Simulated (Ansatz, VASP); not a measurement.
TiTe2 in VASP and in Ansatz

The input INCAR:

```
PREC = Accurate ; ENCUT = 520
EDIFF = 1E-6 ; ISMEAR = -1
SIGMA = 0.05 ; LREAL = False
LASPH = True ; NELM = 100
ALGO = Normal ; ISIF = 2
LWAVE = False ; LCHARG = True
GGA = PS ; LELF = True
LVHAR = True ; NBANDS = 19
```

KPOINTS

```
regular mesh
0
Gamma
  8 8 4
```

POSCAR

```
TiTe2
1.0
    3.6998967326      0.0000000000      0.0000000000
   -1.8499483663      3.2042045618      0.0000000000
    0.0000000000      0.0000000000      6.3653505344
Te Ti
2 1
Direct
    0.3333333333      0.6666666667      0.7372000000
    0.6666666667      0.3333333333      0.2628000000
    0.0000000000      0.0000000000      0.0000000000
```

File input.yaml:

```yaml
crystal:
  lattice:
    - [3.6998967326, 0.0, 0.0]
    - [-1.8499483663, 3.2042045618, 0.0]
    - [0.0, 0.0, 6.3653505344]
  atoms:
    - { symbol: Te, position: [0.3333333333, 0.6666666667, 0.7372] }
    - { symbol: Te, position: [0.6666666667, 0.3333333333, 0.2628] }
    - { symbol: Ti, position: [0.0, 0.0, 0.0] }
kpoints:
  mp_grid: { grid: [8, 8, 4] }
scf:
  occupations: { method: fermi_dirac, width: 0.05 }
hamiltonian:
  xc: pbesol
  pseudopotentials: { kind: all_electron, lapw: { basis_error: 0.002 } }
output:
  forces: true
  stress: true
  eigenvalues: true
```

Change from the starting cell: volume scaled by 0.94.

Alike in both runs: task single point; functional PBEsol; k mesh 8 × 8 × 4; occupations fermi-dirac, width 0.05 eV; no spin polarisation.

|  | VASP | Ansatz |
| --- | --- | --- |
| version | VASP 6.6.1 | Ansatz 0.2.0 |
| potentials or method | VASP PAW PBE potentials, release 64 (Te, Ti_sv), cutoff 520 eV | all-electron LAPW, scalar-relativistic |

VASP gave:

| Quantity | Value |
| --- | --- |
| gap on the k mesh at the Fermi level (eV) | none |
| pressure (GPa) | 2.0 |
| traceless stress, the component that is largest in VASP (GPa) | 0.69 |
| rms of the force components (eV/Å) | 0.209 |

Task: Estimate Ansatz's values.

Result: gap on the k mesh at the Fermi level (eV): none; pressure (GPa): 2.0; traceless stress, the component that is largest in VASP (GPa): 0.69; rms of the force components (eV/Å): 0.200.

VASP's potentials were made for PBE, not for PBEsol. Atom by atom the forces differ by 0.009 eV/Å (rms over components). A gap of «none» marks a metal or a gap that the smearing closes. Ansatz ran all-electron here, and VASP with PAW potentials.

Neither program's run includes spin-orbit coupling.
